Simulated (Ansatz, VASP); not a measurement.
# CdSe: VASP beside Ansatz

```xyz
4
Lattice="4.2140 0.0000 0.0000 -2.1070 3.6494 0.0000 0.0000 0.0000 7.3095" Properties=species:S:1:pos:R:3 pbc="T T T"
Cd    0.0000    2.4330    0.0000
Cd    2.1070    1.2165    3.6547
Se    0.0000    2.4330    2.8141
Se    2.1070    1.2165    6.4689
```

Alike in both runs: task single point; functional PBE; k mesh 6 × 6 × 4; occupations gaussian, width 0.05 eV; no spin polarisation.

|  | VASP | Ansatz |
| --- | --- | --- |
| version | VASP 6.6.1 | Ansatz 0.2.0 |
| potentials or method | VASP PAW PBE potentials, release 64 (Cd, Se), cutoff 520 eV | plane waves, PAW |
| valence electrons in the cell | 36 | 72 |

|  | VASP | Ansatz | Ansatz less VASP |
| --- | --- | --- | --- |
| pressure (GPa) | 4.1 | 3.8 | -0.34 |
| traceless stress, the component that is largest in VASP (GPa) | -4.63 | -4.50 | +0.131 |

VASP's potentials hold 36 valence electrons a cell and Ansatz's 72, so a difference there can come from the potentials and not from the codes.
